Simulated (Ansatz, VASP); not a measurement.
# Ag: VASP beside Ansatz

POSCAR

```
Ag
1.0
    0.0000000000      2.0290398554      2.0290398554
    2.0290398554      0.0000000000      2.0290398554
    2.0290398554      2.0290398554      0.0000000000
Ag
1
Direct
    0.0000000000      0.0000000000      0.0000000000
```

INCAR.step1

```
PREC = Accurate
ENCUT = 520
ISMEAR = -1
SIGMA = 0.05
LREAL = F
LASPH = T
NELM = 100
NBANDS = 12
GGA = PE
ALGO = Normal
EDIFF = 1E-4
LWAVE = T
LCHARG = F
```

File INCAR.step2:

```
PREC = Accurate
ENCUT = 520
EDIFF = 1E-6
ISMEAR = -1
SIGMA = 0.05
LREAL = F
LASPH = T
NELM = 100
ALGO = Normal
ISIF = 2
LWAVE = F
LCHARG = F
METAGGA = R2SCAN
LMIXTAU = T
NBANDS = 12
ISTART = 1
```

File KPOINTS:

```
regular mesh
0
Gamma
  11 11 11
```

Contents of input.yaml:

```yaml
crystal:
  lattice:
    - [0.0, 2.0290398554, 2.0290398554]
    - [2.0290398554, 0.0, 2.0290398554]
    - [2.0290398554, 2.0290398554, 0.0]
  atoms:
    - { symbol: Ag, position: [0.0, 0.0, 0.0] }
hamiltonian:
  xc: r2scan
  pseudopotentials: { kind: paw }
kpoints:
  mp_grid: { grid: [11, 11, 11] }
scf:
  occupations: { method: fermi_dirac, width: 0.05 }
output:
  forces: true
  stress: true
  eigenvalues: true
```

Alike in both runs: task single point; functional r2SCAN; k mesh 11 × 11 × 11; occupations fermi-dirac, width 0.05 eV; no spin polarisation.

|  | VASP | Ansatz |
| --- | --- | --- |
| version | VASP 6.6.1 | Ansatz 0.2.0 |
| potentials or method | VASP PAW PBE potentials, release 64 (Ag) | Ansatz PAW |
| plane-wave cutoff (eV) | 520 | 500 |
| valence electrons in the cell | 11 | 19 |

|  | VASP | Ansatz | Ansatz less VASP |
| --- | --- | --- | --- |
| gap on the k mesh at the Fermi level (eV) | none | none | - |
| pressure (GPa) | 3.7 | 3.5 | -0.19 |

VASP's potentials were made for PBE, not for r2SCAN. A gap of «none» marks a metal or a gap that the smearing closes. With one functional, cell and mesh, what is left measures potentials, basis and numerics. VASP's potentials hold 11 valence electrons a cell and Ansatz's 19, so a difference there can come from the potentials and not from the codes.
